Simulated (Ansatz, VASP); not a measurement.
# Two plane-wave programs on PtSe2

INCAR

```
PREC = Accurate
ENCUT = 520
EDIFF = 1E-6
ISMEAR = 0
SIGMA = 0.15
LREAL = F
LASPH = T
NELM = 80
ALGO = Normal
ISIF = 2
LWAVE = F
LCHARG = T
GGA = PE
IVDW = 12
LELF = T
LVHAR = T
NBANDS = 18
```

Contents of KPOINTS:

```
Automatic mesh
0
Gamma
  12 12 10
```

File POSCAR:

```
PtSe2
1.0
    4.0734386248      0.0000000000      0.0000000000
   -2.0367193124      3.5277013298      0.0000000000
    0.0000000000      0.0000000000      4.8218263543
Pt Se
1 2
Direct
    0.0000000000      0.0000000000      0.0000000000
    0.3333333333      0.6666666667      0.2655437501
    0.6666666667      0.3333333333      0.7344562499
```

Input for Ansatz:

```yaml
crystal:
  lattice:
    - [4.0734386248, 0.0, 0.0]
    - [-2.0367193124, 3.5277013298, 0.0]
    - [0.0, 0.0, 4.8218263543]
  atoms:
    - { symbol: Pt, position: [0.0, 0.0, 0.0] }
    - { symbol: Se, position: [0.3333333333, 0.6666666667, 0.2655437501] }
    - { symbol: Se, position: [0.6666666667, 0.3333333333, 0.7344562499] }
basis:
  ecutwfc: 420
kpoints:
  mp_grid: { grid: [12, 12, 10] }
hamiltonian:
  xc: pbe
  dispersion: d3bj
scf:
  occupations: { method: gaussian, width: 0.15 }
output:
  forces: true
  stress: true
  eigenvalues: true
```

Change from the starting cell: strain +0.080 along x and y, +0.000 along z, atoms carried along.

Alike in both runs: task single point; functional PBE; dispersion D3(BJ); k mesh 12 × 12 × 10; occupations gaussian, width 0.15 eV; no spin polarisation.

|  | VASP | Ansatz |
| --- | --- | --- |
| version | VASP 6.6.1 | Ansatz 0.2.0 |
| potentials or method | VASP PAW PBE potentials, release 64 (Pt, Se), cutoff 520 eV | scalar-relativistic, plane waves, PAW |
| valence electrons in the cell | 22 | 50 |

Ansatz gave:

| Quantity | Value |
| --- | --- |
| gap on the k mesh at the Fermi level (eV) | none |
| pressure (GPa) | -14.5 |
| traceless stress, the component that is largest in VASP (GPa) | 5.78 |
| rms of the force components (eV/Å) | 0.471 |

Problem. Which values does VASP return?

Solution. gap on the k mesh at the Fermi level (eV): none; pressure (GPa): -14.5; traceless stress, the component that is largest in VASP (GPa): 5.77; rms of the force components (eV/Å): 0.470.

Atom by atom the forces differ by 0.001 eV/Å (rms over components). A gap of «none» marks a metal or a gap that the smearing closes. VASP's potentials hold 22 valence electrons a cell and Ansatz's 50, so a difference there can come from the potentials and not from the codes.

Neither program's run includes spin-orbit coupling.
